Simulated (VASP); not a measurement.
Crystal: Sr.

```
CELL_PARAMETERS angstrom
0.00000 3.21951 3.21951
3.21951 0.00000 3.21951
3.21951 3.21951 0.00000
ATOMIC_POSITIONS crystal
Sr 0.00000 0.00000 0.00000
Sr 0.25000 0.25000 0.25000
```

* Program: VASP 6.6.1
* Task: relaxation of cell and atoms
* Functional: PBE
* Potentials or basis: VASP PAW PBE potentials, release 64 (Sr_sv)
* Cutoff: 600 eV
* k mesh: 11 × 11 × 11
* Occupations: fermi-dirac, width 0.08 eV
* Spin: no spin polarisation

At the start: pressure 8.8 GPa; volume 33.37 Å³/atom.

Problem. Where does the relaxation end?

Solution. Over 7 steps the energy falls by 981.3 meV/atom and the volume is 108.41 Å³/atom (+224.9 %); space group Fd-3m (No. 227, to 0.05 Å).

Step by step:
| step | energy change (eV) | largest force (eV/Å) | pressure (GPa) | volume (Å³) |
| --- | --- | --- | --- | --- |
| 1 | 0.0000 | 0.0000 | 8.77 | 66.74 |
| 2 | -0.6757 | 0.0000 | 4.03 | 85.98 |
| 3 | -1.3467 | 0.0000 | 2.28 | 119.96 |
| 4 | -1.9618 | 0.0000 | 0.06 | 212.62 |
| 5 | -1.9624 | 0.0000 | -0.02 | 218.07 |
| 6 | -1.9625 | 0.0000 | -0.01 | 217.27 |
| 7 | -1.9625 | 0.0000 | 0.00 | 216.81 |

Final structure:
```cif
data_structure
_symmetry_space_group_name_H-M 'P 1'
_symmetry_Int_Tables_number 1
_cell_length_a 6.7432
_cell_length_b 6.7432
_cell_length_c 6.7432
_cell_angle_alpha 60.000
_cell_angle_beta 60.000
_cell_angle_gamma 60.000
_cell_volume 216.81
loop_
_atom_site_label
_atom_site_type_symbol
_atom_site_fract_x
_atom_site_fract_y
_atom_site_fract_z
_atom_site_occupancy
Sr1 Sr 0.00000 0.00000 0.00000 1
Sr2 Sr 0.25000 0.25000 0.25000 1
```

Caveat: the volume moved by over 15 % at a fixed basis, so the end points are rough.
